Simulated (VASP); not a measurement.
InAs, 2 atoms in the cell. The structure is cubic, space group F-43m (No. 216). Conventional cell: a = 6.048 Å, b = 6.048 Å, c = 6.048 Å, α = 90.00°, β = 90.00°, γ = 90.00°. In (site symmetry -43m) has 4 As at 2.62 Å within 3.5 Å. Within 3.5 Å of As (site symmetry -43m) lie 4 In at 2.62 Å. 

- Program: VASP 6.6.1
- Task: single point
- Functional: PBE
- Dispersion: D3(BJ)
- Potentials or basis: VASP PAW PBE potentials, release 64 (In_d, As)
- Cutoff: 500 eV
- k mesh: 6 × 6 × 6
- Occupations: gaussian, width 0.1 eV
- Spin: no spin polarisation
- Dipole correction: no
- Further INCAR settings: ALGO = Normal; EDIFF = 1e-06; NBANDS = 16

Potentials or basis: VASP PAW PBE potentials, release 64 (In_d, As).

Command:

```bash
$ cat potpaw_PBE.64/In_d/POTCAR potpaw_PBE.64/As/POTCAR > POTCAR
$ mpirun -np 1 vasp_std > vasp.out
```

Hardware: 1 thread of Intel Xeon 8259CL (shared host).

Task: How long does it take, and how much memory?

Result: It took 8.3 s on 1 thread of Intel Xeon 8259CL, with other jobs on the host, peak memory 0.18 GiB. Counts: scf iterations 12, k points 16.
